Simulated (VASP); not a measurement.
Runs of VASP 6.6.1 on SnTe. The structure is that of space group Fm-3m (No. 225), or close to it. The cells are those of the table. 

```csv
cell,k mesh,cutoff (eV),smearing,gap on the mesh (eV),pressure (GPa)
"a = 4.476 Å, angles 60.0°, 2 atoms",10 × 10 × 10,500,gaussian 0.01 eV,0.10,-0.9
"a = 4.476 Å, angles 60.0°, 2 atoms",6 × 6 × 6,500,gaussian 0.1 eV,0.10,-0.9
"a = 4.476 Å, angles 60.0°, 2 atoms",10 × 10 × 10,520,gaussian 0.01 eV,0.10,-0.9
"a = 4.618 Å, angles 60.0°, 2 atoms",6 × 6 × 6,500,gaussian 0.1 eV,0.15,(a)
```

Alike in all rows: task single point; level PBEsol; potentials or basis VASP PAW PBE potentials, release 64 (Te, Sn_d); no spin polarisation.

Task: Fill in the values left out.

Result: (a) -4.2.

Caveats: the PAW data sets were made with another functional, which shifts forces and pressure a little; spin-orbit coupling is left out, which moves the levels of the heavy elements.

A k mesh can miss the band edges, and the runs leave out spin-orbit coupling on Sn, Te.
